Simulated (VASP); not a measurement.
# Re (I4_1/amd) in VASP: further runs

The runs below take Re through single point, relaxation of cell and atoms, with PBEsol.

Program: VASP 6.6.1. These are calculated values, not measurements. Logs are shortened: lines on timing, memory, paths and dates and some standing lists are left out, and cuts for length are marked.

## (1) The cell of the first run

It takes space group I4_1/amd (No. 141, tetragonal). Conventional cell: a = 4.813 Å, b = 4.813 Å, c = 2.625 Å, α = 90.00°, β = 90.00°, γ = 90.00°. Within 3.3 Å of Re (site symmetry -4m2) lie 10 Re at 2.49 to 3.11 Å.

## (2) Single point, PBEsol

INCAR reads:

```
SYSTEM = Re
PREC     = Accurate       ! precision mode
ENCUT    = 520            ! plane-wave cutoff, eV
EDIFF    = 1E-6           ! SCF threshold, eV
ISMEAR   = 0              ! smearing method
SIGMA    = 0.1            ! smearing width, eV
LREAL    = .FALSE.        ! projectors in reciprocal space
LASPH    = .TRUE.         ! aspherical terms in the spheres
NELM     = 100            ! most SCF steps
ALGO     = Normal         ! electronic algorithm
ISIF     = 2              ! what is computed and relaxed
LWAVE    = .FALSE.        ! write WAVECAR
LCHARG   = .TRUE.         ! write CHGCAR
GGA      = PS             ! functional
LELF     = .TRUE.         ! ELF
LVHAR    = .TRUE.       
NBANDS   = 14             ! bands
```

KPOINTS reads:

```
regular mesh
0
G
  8 8 8
  0 0 0
```

POSCAR reads:

```
Re
1.0
   -2.4064138552      2.4064138552      1.3127431791
    2.4064138552     -2.4064138552      1.3127431791
    2.4064138552      2.4064138552     -1.3127431791
Re
2
Direct
    0.0000000000      0.0000000000      0.0000000000
    0.7500000000      0.2500000000      0.5000000000
```

Potentials or basis: VASP PAW PBE potentials, release 64 (Re).

Started as:

```
> cat potpaw_PBE.64/Re/POTCAR > POTCAR
> mpirun -np 1 vasp_std > vasp.out
```

OUTCAR:

```text
SYSTEM = Re
   PREC = Accurate
   ENCUT = 520
   EDIFF = 1E-6
   ISMEAR = 0
   LREAL = .FALSE.
   LASPH = .TRUE.
   NELM = 100
   ISIF = 2
   GGA = PS

 ion  position               nearest neighbor table
   1  0.000  0.000  0.000-   2 2.49   2 2.49   2 2.49   2 2.49   2 3.11   2 3.11   2 3.11   2 3.11

   2  0.750  0.250  0.500-   1 2.49   1 2.49   1 2.49   1 2.49   1 3.11   1 3.11   1 3.11   1 3.11

  LATTYP: Found a body centered tetragonal cell.
 ALAT       =     4.8128277104
 C/A-ratio  =     0.5455184595

  Lattice vectors:

 A1 = (  -2.4064138552,   2.4064138552,   1.3127431791)
 A2 = (   2.4064138552,  -2.4064138552,   1.3127431791)
 A3 = (   2.4064138552,   2.4064138552,  -1.3127431791)

Analysis of symmetry for initial positions (statically):
=====================================================================
 Subroutine PRICEL returns:
 Original cell was already a primitive cell.

 Routine SETGRP: Setting up the symmetry group for a
 body centered tetragonal supercell.

 Subroutine GETGRP returns: Found 16 space group operations
 (whereof  8 operations were pure point group operations)
 out of a pool of 16 trial point group operations.

The static configuration has the point symmetry D_2d.
 The point group associated with its full space group is D_4h.

Analysis of symmetry for dynamics (positions and initial velocities):
=====================================================================
 Subroutine PRICEL returns:
 Original cell was already a primitive cell.

 Routine SETGRP: Setting up the symmetry group for a
 body centered tetragonal supercell.

 Subroutine GETGRP returns: Found 16 space group operations
 (whereof  8 operations were pure point group operations)
 out of a pool of 16 trial point group operations.

The dynamic configuration has the point symmetry D_2d.
 The point group associated with its full space group is D_4h.

 Subroutine INISYM returns: Found 16 space group operations
 (whereof  8 operations are pure point group operations),
 and found     1 'primitive' translations

----------------------------------------------------------------------------------------

                                     Primitive cell

  volume of cell :      30.4075

  direct lattice vectors                    reciprocal lattice vectors
    -2.406413855  2.406413855  1.312743179     0.000000000  0.207778059  0.380881811
     2.406413855 -2.406413855  1.312743179     0.207778059  0.000000000  0.380881811
     2.406413855  2.406413855 -1.312743179     0.207778059  0.207778059  0.000000000

  length of vectors
     3.647595090  3.647595090  3.647595090     0.433869423  0.433869423  0.293842549

  position of ions in fractional coordinates (direct lattice)
     0.000000000  0.000000000  0.000000000
     0.750000000  0.250000000  0.500000000

  ion indices of the primitive-cell ions
   primitive index   ion index
                 1           1
                 2           2

----------------------------------------------------------------------------------------

 KPOINTS: regular mesh

Automatic generation of k-mesh.
 Grid dimensions read from file:
 generate k-points for:    8    8    8

 Generating k-lattice:

  Cartesian coordinates                     Fractional coordinates (reciprocal lattice)
     0.000000000  0.025972257  0.047610226     0.125000000  0.000000000  0.000000000
     0.025972257  0.000000000  0.047610226     0.000000000  0.125000000  0.000000000
     0.025972257  0.025972257  0.000000000     0.000000000  0.000000000  0.125000000

  Length of vectors
     0.054233678  0.054233678  0.036730319

  Shift w.r.t. Gamma in fractional coordinates (k-lattice)
     0.000000000  0.000000000  0.000000000

 Subroutine IBZKPT returns following result:
 ===========================================

 Found     59 irreducible k-points:

 Following reciprocal coordinates:
            Coordinates               Weight
  0.000000  0.000000  0.000000      1.000000
  0.125000 -0.000000  0.000000      8.000000
  0.250000 -0.000000  0.000000      8.000000
  0.375000  0.000000  0.000000      8.000000
  0.500000 -0.000000  0.000000      4.000000
  0.125000  0.125000  0.000000      8.000000
[... 16 lines left out ...]
  0.250000  0.125000  0.125000     16.000000
  0.375000  0.125000  0.125000      8.000000
 [... further k-points ...]
   k-points           NKPTS =     59   k-points in BZ     NKDIM =     59   number of bands    NBANDS=     14
   number of dos      NEDOS =    301   number of ions     NIONS =      2
   total plane-waves  NPLWV =  21952
   dimension x,y,z NGX =    28 NGY =   28 NGZ =   28
   dimension x,y,z NGXF=    56 NGYF=   56 NGZF=   56
   ions per type =               2
   NGX,Y,Z   is equivalent  to a cutoff of  12.76, 12.76, 12.76 a.u.
   NGXF,Y,Z  is equivalent  to a cutoff of  25.52, 25.52, 25.52 a.u.
 SYSTEM =  Re
   PREC   = accura    normal or accurate (medium, high low for compatibility)
[... 33 lines left out ...]
   GGA     = PS    functional components
   LHFCALC =     F    Hartree Fock is set to
   AEXX    =    0.0000 exact exchange contribution
   IVDW    =     0    specifies the selected vdW correction
   LEPSILON=     F    determine dielectric tensor
   LRPA    =     F    only Hartree local field effects (RPA)
 non-spin polarized calculation
 Gauss-broadening in eV      SIGMA  =   0.10
  energy-cutoff  :      520.00
  volume of cell :       30.41
 maximum number of plane-waves:       836
   NGX = 13   NGY = 13   NGZ = 13

 number of electron      13.9999999 magnetization

 Free energy of the ion-electron system (eV)
  ---------------------------------------------------
  ext. energy  EPLUGINS =         0.00000000
  ---------------------------------------------------
  free energy    TOTEN  =       -24.49888611 eV

  energy without entropy =      -24.48515599  energy(sigma->0) =      -24.49202105

 E-fermi :   7.9273     XC(G=0): -13.5414

 val. band max:        7.9247668376   @ k =   0.2500   0.2500   0.1250
 cond. band min:       7.9481720821   @ k =   0.5000   0.5000   0.5000
 fundamental gap:      0.0234052445
 Fermi energy:         7.9272634994

 k-point     1 :       0.0000    0.0000    0.0000
  band No.  band energies     occupation
      1      -2.2169      2.00000
      2       0.8193      2.00000
      3       2.6134      2.00000
      4       3.0856      2.00000
      5       4.1486      2.00000
      6       8.7155      0.00000
      7       8.7155      0.00000
      8       8.7817      0.00000
      9       8.7817      0.00000
     10      12.1210      0.00000
     11      13.8227      0.00000
     12      13.8227      0.00000
     13      13.9319      0.00000
     14      24.3040      0.00000

 k-point     2 :       0.1250   -0.0000    0.0000
  band No.  band energies     occupation
      1      -1.5460      2.00000
      2       1.1837      2.00000
      3       2.7691      2.00000
      4       3.8834      2.00000
      5       4.5826      2.00000
      6       6.5784      2.00000
      7       6.9113      2.00000
      8       9.0395      0.00000
      9       9.2476      0.00000
     10      11.8466      0.00000
     11      12.9524      0.00000
     12      15.2982      0.00000
     13      15.9696      0.00000
     14      24.4884      0.00000

 k-point     3 :       0.2500   -0.0000    0.0000
  band No.  band energies     occupation
      1       0.1003      2.00000
      2       2.0130      2.00000
      3       3.0136      2.00000
      4       4.4117      2.00000
      5       4.7852      2.00000
      6       5.8612      2.00000
      7       7.2733      2.00000
      8       7.8746      1.54332
      9       8.2586      0.00000
     10      11.0885      0.00000
     11      12.6860      0.00000
     12      17.0778      0.00000
     13      17.6795      0.00000
     14      23.3674      0.00000
[... 324 lines left out ...]
 k-point    23 :       0.2500    0.1250    0.1250
  band No.  band energies     occupation
      1       1.5322      2.00000
      2       1.7968      2.00000
      3       3.3101      2.00000
      4       4.2683      2.00000
      5       5.0602      2.00000
      6       6.3565      2.00000
      7       7.2231      2.00000
      8       9.5048      0.00000
      9       9.7147      0.00000
     10      10.9019      0.00000
     11      12.2611      0.00000
     12      14.6143      0.00000
     13      18.0707      0.00000
     14      19.3525      0.00000

 k-point    24 :       0.3750    0.1250    0.1250
  band No.  band energies     occupation
      1       1.5557      2.00000
      2       1.7497      2.00000
      3       2.8966      2.00000
      4       4.3594      2.00000
      5       5.0461      2.00000
      6       7.1437      2.00000
      7       7.7051      1.99832
      8       9.4785      0.00000
      9      10.4226      0.00000
     10      11.9657      0.00000
     11      13.2495      0.00000
     12      15.7215      0.00000
     13      16.2346      0.00000
     14      16.4556      0.00000

 [... further k-points ...]

------------------------ aborting loop because EDIFF is reached ----------------------------------------

  FORCE on cell =-STRESS in cart. coord.  units (eV):
  Direction    XX          YY          ZZ          XY          YZ          ZX
  --------------------------------------------------------------------------------------
  -------------------------------------------------------------------------------------
  Total        4.5782210      4.5782210      0.9478987      0.0000000     -0.0000000      0.0000000
  in kB      241.2275675    241.2275675     49.9450088      0.0000000     -0.0000000      0.0000000
  external PRESSURE =     177.4667146 kB  Pullay stress =       0.0000000 kB

 VOLUME and BASIS-vectors are now :
 -----------------------------------------------------------------------------
  energy-cutoff  :      520.00
  volume of cell :       30.41
      direct lattice vectors                 reciprocal lattice vectors
    -2.406413855  2.406413855  1.312743179     0.000000000  0.207778059  0.380881811
     2.406413855 -2.406413855  1.312743179     0.207778059  0.000000000  0.380881811
     2.406413855  2.406413855 -1.312743179     0.207778059  0.207778059  0.000000000

 POSITION                                       TOTAL-FORCE (eV/Angst)
 -----------------------------------------------------------------------------------
      0.00000      0.00000      0.00000         0.000000     -0.000000     -0.000000
      0.00000      2.40641      0.65637        -0.000000      0.000000      0.000000
 -----------------------------------------------------------------------------------
    total drift:                               -0.000000      0.000000      0.000000

  FREE ENERGIE OF THE ION-ELECTRON SYSTEM (eV)
  ---------------------------------------------------
  free  energy   TOTEN  =       -24.4988861126 eV

  energy  without entropy=      -24.4851559922  energy(sigma->0) =      -24.49202105
```

It took 49 s on 1 thread of Intel Xeon 8259CL, shared host; peak memory 0.17 GiB.

What came out:

| Quantity | Value |
| --- | --- |
| Free energy | -24.4989 eV |
| Pressure | 17.7 GPa |
| Band gap on the k mesh | zero (bands 7 and 8 overlap by 2.21 eV) |

Caveat: the cell stands under pressure; the PAW data sets were made with another functional, which shifts forces and pressure a little; spin-orbit coupling is left out, which moves the levels of the heavy elements.

## (3) Single point, PBEsol

This run uses another cell than the first one, of 16.01 Å³/atom.

INCAR reads:

```
ALGO = Normal
EDIFF = 1E-6
ENCUT = 520
GGA = PS
ISIF = 2
ISMEAR = 0
LASPH = T
LCHARG = F
LREAL = F
LWAVE = F
NBANDS = 14
NELM = 60
PREC = Accurate
SIGMA = 0.1
```

KPOINTS reads:

```
k-points
0
Gamma
  8 8 8
```

POSCAR reads:

```
Re
1.0
   -2.4869680716      2.4869680716      1.2940669869
    2.4869680716     -2.4869680716      1.2940669869
    2.4869680716      2.4869680716     -1.2940669869
Re
2
Direct
    0.0000000000      0.0000000000      0.0000000000
    0.7500000000      0.2500000000      0.5000000000
```

Potentials or basis: VASP PAW PBE potentials, release 64 (Re).

Started as:

```
> cat potpaw_PBE.64/Re/POTCAR > POTCAR
> mpirun -np 1 vasp_std > vasp.out
```

It took 56 s on 1 thread of Intel Xeon 8259CL, shared host; peak memory 0.17 GiB.

It converged, with:

| Quantity | Value |
| --- | --- |
| Free energy | -24.6357 eV |
| Pressure | -0.6 GPa |
| Band gap on the k mesh | zero (bands 7 and 8 overlap by 1.97 eV) |

Stress tensor (GPa, compression positive):
```
-0.63  0.00  0.00
 0.00 -0.63  0.00
 0.00  0.00 -0.45
```

Levels at points of the mesh, in eV from the Fermi level:
| k point | band 4 | band 5 | band 6 | band 7 | band 8 | band 9 | band 10 | band 11 |
| --- | --- | --- | --- | --- | --- | --- | --- | --- |
| (0.00, 0.00, 0.00) | -4.84 | -3.87 | 1.27 | 1.27 | 1.31 | 1.31 | 3.65 | 5.23 |
| (0.50, 0.00, 0.00) | -3.61 | -1.47 | -1.37 | -0.65 | 1.02 | 2.08 | 2.43 | 6.19 |
| (0.50, 0.50, 0.00) | -4.03 | -2.31 | -2.31 | -0.55 | -0.55 | 2.23 | 2.23 | 2.49 |
| (0.50, 0.50, 0.50) | -3.73 | -1.01 | -1.01 | -0.02 | -0.02 | 1.74 | 1.74 | 1.78 |

Caveat: the PAW data sets were made with another functional, which shifts forces and pressure a little; spin-orbit coupling is left out, which moves the levels of the heavy elements.

## (4) Relaxation of cell and atoms, PBEsol

INCAR reads:

```
  ALGO = Fast
  EDIFF = 1E-6
  EDIFFG = -0.04
  ENCUT = 600
  GGA = PS
  IBRION = 2
  ISIF = 3
  ISMEAR = 0
  LASPH = T
  LCHARG = F
  LREAL = F
  LWAVE = F
  NELM = 100
  NSW = 90
  PREC = Accurate
  SIGMA = 0.1
```

KPOINTS is that of step 3.

POSCAR reads:

```
Re
1.0
   -2.4064138552      2.4064138552      1.3127431791
    2.4064138552     -2.4064138552      1.3127431791
    2.4064138552      2.4064138552     -1.3127431791
Re
2
Direct
    0.0000000000      0.0000000000      0.0000000000
    0.7500000000      0.2500000000      0.5000000000
```

Started as:

```
> cat potpaw_PBE.64/Re/POTCAR > POTCAR
> mpirun -np 1 vasp_std > vasp.out
```

Wall time 7.2 min (1 thread of Intel Xeon 8259CL, shared host); peak memory 0.19 GiB.

Results (log left out):

| Quantity | Value |
| --- | --- |
| Free energy | -24.6361 eV |
| Relaxed volume | 15.98 Å³/atom |
| Relaxed cell | a = 3.745 Å, b = 3.745 Å, c = 3.745 Å, α = 96.86°, β = 96.86°, γ = 139.57° |
| Space group after relaxing (to 0.1 Å) | I4_1/amd (No. 141) |
| Energy gained by relaxing | 68.4 meV/atom |
| Ionic steps | 6 |
| Pressure after relaxing | 0.1 GPa |
| Band gap on the k mesh | zero (bands 7 and 8 overlap by 1.98 eV) |

Stress tensor (GPa, compression positive):
```
0.13 0.00 0.00
0.00 0.13 0.00
0.00 0.00 0.02
```

Step by step:
```
step  energy change (eV)  largest force (eV/Å)  pressure (GPa)  volume (Å³)
   1              0.0000                0.0000           17.82        30.41
   2              0.7709                0.0000          -37.62        38.39
   3             -0.1169                0.0000           -3.83        32.36
   4             -0.1179                0.0000           -2.40        32.21
   5             -0.1253                0.0000            2.49        31.76
   6             -0.1367                0.0000            0.09        31.96
```

Final structure:
```
Re
1.0
    -2.48467    2.48467    1.29407
     2.48467   -2.48467    1.29407
     2.48467    2.48467   -1.29407
Re
2
Direct
  0.00000 0.00000 0.00000
  0.75000 0.25000 0.50000
```

Levels at points of the mesh, in eV from the Fermi level:
| k point | band 3 | band 4 | band 5 | band 6 | band 7 | band 8 | band 9 | band 10 | band 11 |
| --- | --- | --- | --- | --- | --- | --- | --- | --- | --- |
| (0.00, 0.00, 0.00) | -4.97 | -4.84 | -3.87 | 1.26 | 1.26 | 1.30 | 1.30 | 3.66 | 5.24 |
| (0.50, 0.00, 0.00) | -4.37 | -3.62 | -1.47 | -1.37 | -0.66 | 1.02 | 2.09 | 2.44 | 6.20 |
| (0.50, 0.50, 0.00) | -4.04 | -4.04 | -2.31 | -2.31 | -0.55 | -0.55 | 2.23 | 2.26 | 2.50 |
| (0.50, 0.50, 0.50) | -3.74 | -3.74 | -1.01 | -1.01 | -0.02 | -0.02 | 1.74 | 1.76 | 1.78 |

Caveat: the PAW data sets were made with another functional, which shifts forces and pressure a little; spin-orbit coupling is left out, which moves the levels of the heavy elements.

## (5) Single point, PBEsol

This run uses another cell than the first one, of 16.03 Å³/atom.

INCAR reads:

```
SYSTEM = Re
PREC = Accurate ; ENCUT = 520
EDIFF = 1E-6 ; ISMEAR = 0
SIGMA = 0.1 ; LREAL = .False.
LASPH = .True. ; NELM = 80
ALGO = Fast ; ISIF = 2
LWAVE = .False. ; LCHARG = .False.
GGA = PS ; NBANDS = 14
```

KPOINTS reads:

```
Automatic mesh
0
Gamma
  24 24 24
  0 0 0
```

POSCAR reads:

```
Re
1.0
   -2.4946789015      2.4946789015      1.2880530650
    2.4946789015     -2.4946789015      1.2880530650
    2.4946789015      2.4946789015     -1.2880530650
Re
2
Direct
    0.0000000000      0.0000000000      0.0000000000
    0.7500000000      0.2500000000      0.5000000000
```

Started as:

```
> cat potpaw_PBE.64/Re/POTCAR > POTCAR
> mpirun -np 1 vasp_std > vasp.out
```

Run time: 7.1 min. Hardware: 1 thread of Intel Xeon Platinum 8488C (Sapphire Rapids), shared host; peak memory 0.52 GiB.

Results (log left out):

| Property | Result |
| --- | --- |
| Free energy | -24.6290 eV |
| Pressure | -0.8 GPa |
| Band gap on the k mesh | zero (bands 7 and 8 overlap by 2.39 eV) |

Stress tensor (GPa, compression positive):
```
-0.72  0.00  0.00
 0.00 -0.72  0.00
 0.00  0.00 -0.83
```

Levels at points of the mesh, in eV from the Fermi level:
```
           k point  band 5  band 6  band 7  band 8  band 9  band 10
(0.00, 0.00, 0.00)   -4.03    1.26    1.26    1.30    1.30     3.53
(0.50, 0.00, 0.00)   -1.53   -1.51   -0.70    0.95    1.97     2.32
(0.50, 0.50, 0.00)   -2.38   -2.38   -0.61   -0.61    2.17     2.17
(0.50, 0.50, 0.50)   -1.12   -1.12   -0.11   -0.11    1.71     1.71
```

Caveat: the PAW data sets were made with another functional, which shifts forces and pressure a little; spin-orbit coupling is left out, which moves the levels of the heavy elements.

## (6) Summary

| task | cell | k mesh | cutoff (eV) | gap on the mesh (eV) | pressure (GPa) |
| --- | --- | --- | --- | --- | --- |
| single point | a = 3.648 Å, angles 97.4, 97.4, 137.8°, 2 atoms | 8 × 8 × 8 | 520 | none | 17.7 |
| single point | a = 3.748 Å, angles 96.8, 96.8, 139.6°, 2 atoms | 8 × 8 × 8 | 520 | none | -0.6 |
| relaxation of cell and atoms | relaxed from a = 3.648 Å, angles 97.4, 97.4, 137.8°, 2 atoms | 8 × 8 × 8 | 600 | none | 0.1 |
| single point | a = 3.756 Å, angles 96.8, 96.8, 139.9°, 2 atoms | 24 × 24 × 24 | 520 | none | -0.8 |

Alike in all rows: level PBEsol; potentials or basis VASP PAW PBE potentials, release 64 (Re); no spin polarisation; smearing gaussian 0.1 eV.

Caveats: the PAW data sets were made with another functional, which shifts forces and pressure a little; spin-orbit coupling is left out, which moves the levels of the heavy elements; the cell stands under pressure (at least some runs).

Absolute energies hang on the potentials; compare differences alone.
